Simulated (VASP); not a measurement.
# CsPbBr3 (R-3m) in VASP: notebook, part 2 of 2

VASP 6.6.1. The steps go on from the part before.

## Step 3: Single point, PBEsol

This run uses another cell than the first one, of the same volume but with other edges.

Contents of INCAR:

```
SYSTEM = CsPbBr3
PREC = Accurate ; ENCUT = 520
EDIFF = 1E-7 ; ISMEAR = 0
SIGMA = 0.05 ; LREAL = .FALSE.
LASPH = .TRUE. ; NELM = 100
ALGO = Normal ; ISIF = 2
LWAVE = .FALSE. ; LCHARG = .FALSE.
GGA = PS ; NBANDS = 30
```

Contents of KPOINTS:

```
regular mesh
0
G
  6 6 6
  0 0 0
```

Contents of POSCAR:

```
CsPbBr3
1.0
    5.8734077331     -0.1403203213     -0.1403203213
   -0.1403203213      5.8734077331     -0.1403203213
   -0.1403203213     -0.1403203213      5.8734077331
Cs Pb Br
1 1 3
Direct
    0.0000000000      0.0000000000      0.0000000000
    0.5000000000      0.5000000000      0.5000000000
    0.0000000000      0.5000000000      0.5000000000
    0.5000000000      0.0000000000      0.5000000000
    0.5000000000      0.5000000000      0.0000000000
```

Potentials or basis: VASP PAW PBE potentials, release 64 (Cs_sv, Pb_d, Br).

Command:

```bash
$ cat potpaw_PBE.64/Cs_sv/POTCAR potpaw_PBE.64/Pb_d/POTCAR potpaw_PBE.64/Br/POTCAR > POTCAR
$ mpirun -np 1 vasp_std > vasp.out
```

OUTCAR:

```text
SYSTEM = CsPbBr3
   PREC = Accurate
   ENCUT = 520
   EDIFF = 1E-7
   ISMEAR = 0
   LREAL = .FALSE.
   LASPH = .TRUE.
   NELM = 100
   ISIF = 2
   GGA = PS

 ion  position               nearest neighbor table
   1  0.000  0.000  0.000-
   2  0.500  0.500  0.500-   3 2.94   4 2.94   5 2.94   5 2.94   4 2.94   3 2.94
   3  0.000  0.500  0.500-   2 2.94   2 2.94
   4  0.500  0.000  0.500-   2 2.94   2 2.94
   5  0.500  0.500  0.000-   2 2.94   2 2.94

  LATTYP: Found a trigonal (rhomboedric) cell.
 ALAT       =     5.8767591396
 COS(alpha) =    -0.0471569688

  Lattice vectors:

 A1 = (   5.8734077331,  -0.1403203213,  -0.1403203213)
 A2 = (  -0.1403203213,   5.8734077331,  -0.1403203213)
 A3 = (  -0.1403203213,  -0.1403203213,   5.8734077331)

Analysis of symmetry for initial positions (statically):
=====================================================================
 Subroutine PRICEL returns:
 Original cell was already a primitive cell.

 Routine SETGRP: Setting up the symmetry group for a
 trigonal (rhombohedral) supercell.

 Subroutine GETGRP returns: Found 12 space group operations
 (whereof 12 operations were pure point group operations)
 out of a pool of 12 trial point group operations.

The static configuration has the point symmetry D_3d.

Analysis of symmetry for dynamics (positions and initial velocities):
=====================================================================
 Subroutine PRICEL returns:
 Original cell was already a primitive cell.

 Routine SETGRP: Setting up the symmetry group for a
 trigonal (rhombohedral) supercell.

 Subroutine GETGRP returns: Found 12 space group operations
 (whereof 12 operations were pure point group operations)
 out of a pool of 12 trial point group operations.

The dynamic configuration has the point symmetry D_3d.

 Subroutine INISYM returns: Found 12 space group operations
 (whereof 12 operations are pure point group operations),
[... 122 lines left out ...]
     AMIX_MAG =   1.60;   BMIX_MAG =  1.00
  volume/ion in A,a.u.               =      40.45       272.99
  Fermi-wavevector in a.u.,A,eV,Ry     =   0.984587  1.860600 13.189657  0.969412
  Thomas-Fermi vector in A             =   2.115831
   LORBIT       =      0    0 simple, 1 ext, 2 COOP (PROOUT), +10 PAW based schemes
   GGA     = PS    functional components
   LHFCALC =     F    Hartree Fock is set to
   AEXX    =    0.0000 exact exchange contribution
   IVDW    =     0    specifies the selected vdW correction
   LEPSILON=     F    determine dielectric tensor
   LRPA    =     F    only Hartree local field effects (RPA)
 non-spin polarized calculation
 Gauss-broadening in eV      SIGMA  =   0.05
  energy-cutoff  :      520.00
  volume of cell :      202.26
 maximum number of plane-waves:      5469
 NGX is ok and might be reduce to    48

 number of electron      44.0000004 magnetization

 Free energy of the ion-electron system (eV)
  ---------------------------------------------------
  ext. energy  EPLUGINS =         0.00000000
  ---------------------------------------------------
  free energy    TOTEN  =       -16.78933391 eV

  energy without entropy =      -16.78933391  energy(sigma->0) =      -16.78933391

 E-fermi :   1.3874     XC(G=0):  -7.8163

 val. band max:        1.1755761505   @ k =   0.5000   0.5000   0.5000
 cond. band min:       2.4587295297   @ k =   0.5000   0.5000   0.5000
 fundamental gap:      1.2831533792
 Fermi energy:         1.3874206778

 k-point     1 :       0.0000    0.0000    0.0000
  band No.  band energies     occupation
      1     -20.2447      2.00000
      2     -15.6314      2.00000
      3     -15.6314      2.00000
      4     -15.4761      2.00000
      5     -15.4588      2.00000
      6     -15.4588      2.00000
[... 781 lines left out ...]
     29       6.9218      0.00000
     30       6.9898      0.00000

 [... further k-points ...]

------------------------ aborting loop because EDIFF is reached ----------------------------------------

  FORCE on cell =-STRESS in cart. coord.  units (eV):
  Direction    XX          YY          ZZ          XY          YZ          ZX
  --------------------------------------------------------------------------------------
  -------------------------------------------------------------------------------------
  Total       -0.0023586     -0.0023586     -0.0023586      0.2538804      0.2538804      0.2538804
  in kB       -0.0186833     -0.0186833     -0.0186833      2.0110619      2.0110619      2.0110619
  external PRESSURE =      -0.0186833 kB  Pullay stress =       0.0000000 kB

 VOLUME and BASIS-vectors are now :
 -----------------------------------------------------------------------------
  energy-cutoff  :      520.00
  volume of cell :      202.26
      direct lattice vectors                 reciprocal lattice vectors
     5.873407733 -0.140320321 -0.140320321     0.170458258  0.004172055  0.004172055
    -0.140320321  5.873407733 -0.140320321     0.004172055  0.170458258  0.004172055
    -0.140320321 -0.140320321  5.873407733     0.004172055  0.004172055  0.170458258

 POSITION                                       TOTAL-FORCE (eV/Angst)
 -----------------------------------------------------------------------------------
      0.00000      0.00000      0.00000        -0.000000     -0.000000     -0.000000
      2.79638      2.79638      2.79638         0.000000      0.000000      0.000000
     -0.14032      2.86654      2.86654        -0.000000      0.000000     -0.000000
      2.86654     -0.14032      2.86654        -0.000000     -0.000000      0.000000
      2.86654      2.86654     -0.14032        -0.000000      0.000000     -0.000000
 -----------------------------------------------------------------------------------
    total drift:                                0.000000     -0.000000     -0.000000

  FREE ENERGIE OF THE ION-ELECTRON SYSTEM (eV)
  ---------------------------------------------------
  free  energy   TOTEN  =       -16.7893339059 eV

  energy  without entropy=      -16.7893339059  energy(sigma->0) =      -16.78933391
```

OSZICAR:

```text
N       E                     dE             d eps       ncg     rms          rms(c)
DAV:   1     0.392311564234E+03    0.39231E+03   -0.18506E+04  1920   0.130E+03
DAV:   2     0.317372662143E+02   -0.36057E+03   -0.34328E+03  2274   0.297E+02
DAV:   3    -0.155315082608E+02   -0.47269E+02   -0.46838E+02  2410   0.117E+02
DAV:   4    -0.172564229793E+02   -0.17249E+01   -0.17204E+01  2424   0.283E+01
DAV:   5    -0.173062999412E+02   -0.49877E-01   -0.49858E-01  2420   0.432E+00    0.445E+00
DAV:   6    -0.168249389756E+02    0.48136E+00   -0.76421E-01  2988   0.921E+00    0.255E+00
DAV:   7    -0.167827609537E+02    0.42178E-01   -0.40715E-01  2908   0.367E+00    0.908E-01
DAV:   8    -0.167888488995E+02   -0.60879E-02   -0.50396E-02  2492   0.180E+00    0.184E-01
DAV:   9    -0.167890818047E+02   -0.23291E-03   -0.70990E-03  2938   0.669E-01    0.958E-02
DAV:  10    -0.167892404567E+02   -0.15865E-03   -0.66580E-04  2360   0.148E-01    0.433E-02
DAV:  11    -0.167893306596E+02   -0.90203E-04   -0.20431E-04  2428   0.103E-01    0.123E-02
DAV:  12    -0.167893337084E+02   -0.30488E-05   -0.23006E-05  2786   0.339E-02    0.982E-03
DAV:  13    -0.167893336729E+02    0.35444E-07   -0.22972E-06  2620   0.987E-03    0.373E-03
DAV:  14    -0.167893339370E+02   -0.26410E-06   -0.12035E-06  2764   0.955E-03    0.190E-03
DAV:  15    -0.167893339059E+02    0.31121E-07   -0.96428E-08  1606   0.237E-03
   1 F= -.16789334E+02 E0= -.16789334E+02  d E =-.208841E-11
```

stdout:

```text
POSCAR found type information on POSCAR CsPbBr
 POSCAR found :  3 types and       5 ions
 scaLAPACK will be used
 -----------------------------------------------------------------------------
|                                                                             |
|                                                                             |
|     You enforced a specific xc type in the INCAR file but a different       |
|     I HOPE YOU KNOW WHAT YOU ARE DOING!                                     |
|                                                                             |
 -----------------------------------------------------------------------------

 LDA part: xc-table for (Slater+PW92), standard interpolation
 POSCAR, INCAR and KPOINTS ok, starting setup
 FFT: planning ... GRIDC
 FFT: planning ... GRID_SOFT
 FFT: planning ... GRID
 WAVECAR not read
 entering main loop
```

It took 3.1 min on 1 thread of AMD EPYC 9R45 (Zen 5), shared host; peak memory 0.41 GiB.

Results:

| Property | Result |
| --- | --- |
| Free energy | -16.7893 eV |
| Pressure | 0.0 GPa |
| Band gap on the k mesh | 1.28 eV |

Caveat: the PAW data sets were made with another functional, which shifts forces and pressure a little; spin-orbit coupling is left out, which moves the levels of the heavy elements. A k mesh can miss the band edges.
